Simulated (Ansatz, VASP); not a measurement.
## Au: VASP beside Ansatz

The input INCAR:

```
ALGO = Normal
EDIFF = 1E-7
ENCUT = 520
GGA = RP
ISIF = 2
ISMEAR = 0
LASPH = True
LCHARG = True
LELF = True
LREAL = False
LVHAR = True
LWAVE = False
NBANDS = 12
NELM = 60
PREC = Accurate
SIGMA = 0.02
```

KPOINTS

```
k-points
0
Gamma
  11 11 11
```

The input POSCAR:

```
Au
1.0
    0.0000000000      2.0350000000      2.0350000000
    2.0350000000      0.0000000000      2.0350000000
    2.0350000000      2.0350000000      0.0000000000
Au
1
Direct
    0.0000000000      0.0000000000      0.0000000000
```

File input.yaml:

```yaml
crystal:
  lattice:
    - [0.0, 2.035, 2.035]
    - [2.035, 0.0, 2.035]
    - [2.035, 2.035, 0.0]
  atoms:
    - { symbol: Au, position: [0.0, 0.0, 0.0] }
kpoints:
  mp_grid: { grid: [11, 11, 11] }
scf:
  occupations: { method: gaussian, width: 0.02 }
hamiltonian:
  xc: rpbe
  pseudopotentials: { kind: all_electron, lapw: { basis_error: 0.001 } }
output:
  forces: true
  stress: true
  eigenvalues: true
```

Alike in both runs: task single point; functional RPBE; k mesh 11 × 11 × 11; occupations gaussian, width 0.02 eV; no spin polarisation.

|  | VASP | Ansatz |
| --- | --- | --- |
| version | VASP 6.6.1 | Ansatz 0.2.0 |
| potentials or method | VASP PAW PBE potentials, release 64 (Au), cutoff 520 eV | all-electron LAPW, scalar-relativistic |

|  | VASP | Ansatz | Ansatz less VASP |
| --- | --- | --- | --- |
| gap on the k mesh at the Fermi level (eV) | none | none | - |
| pressure (GPa) | 14.6 | 14.9 | +0.29 |

VASP's potentials were made for PBE, not for RPBE. A gap of «none» marks a metal or a gap that the smearing closes. Ansatz ran all-electron here, and VASP with PAW potentials.

Neither program's run includes spin-orbit coupling.
